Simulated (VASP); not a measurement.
A run of VASP 6.6.1 is set up as follows.

File INCAR:

```
PREC = Accurate
ENCUT = 520
EDIFF = 1E-6
ISMEAR = 0
SIGMA = 0.1
LREAL = False
LASPH = True
NELM = 150
ALGO = Normal
ISIF = 2
LWAVE = False
LCHARG = False
ISPIN = 2
MAGMOM = 0 2 2 2
LORBIT = 11
LMAXMIX = 4
GGA = PE
NBANDS = 32
```

Contents of KPOINTS:

```
regular mesh
0
Gamma
  4 4 4
```

File POSCAR:

```
CsNi3
1.0
    4.1783457815      0.0000000000      0.0000000000
    0.0000000000      4.1783457815      0.0000000000
    0.0000000000      0.0000000000      4.1783457815
Cs Ni
1 3
Direct
    0.0000000000      0.0000000000      0.0000000000
    0.0000000000      0.5000000000      0.5000000000
    0.5000000000      0.0000000000      0.5000000000
    0.5000000000      0.5000000000      0.0000000000
```

Potentials or basis: VASP PAW PBE potentials, release 64 (Cs_sv, Ni).

Run with:

```console
$ cat potpaw_PBE.64/Cs_sv/POTCAR potpaw_PBE.64/Ni/POTCAR > POTCAR
$ mpirun -np 1 vasp_std > vasp.out
```

Q: Estimate the pressure.

A: -3.2 GPa.

Q: What does it give for the site moments?

A: Cs -0.01; Ni +0.50 μB.

Q: Predict the net moment.

A: 1.36 μB per cell.

Caveat: the k points lie up to 0.38 Å⁻¹ apart.
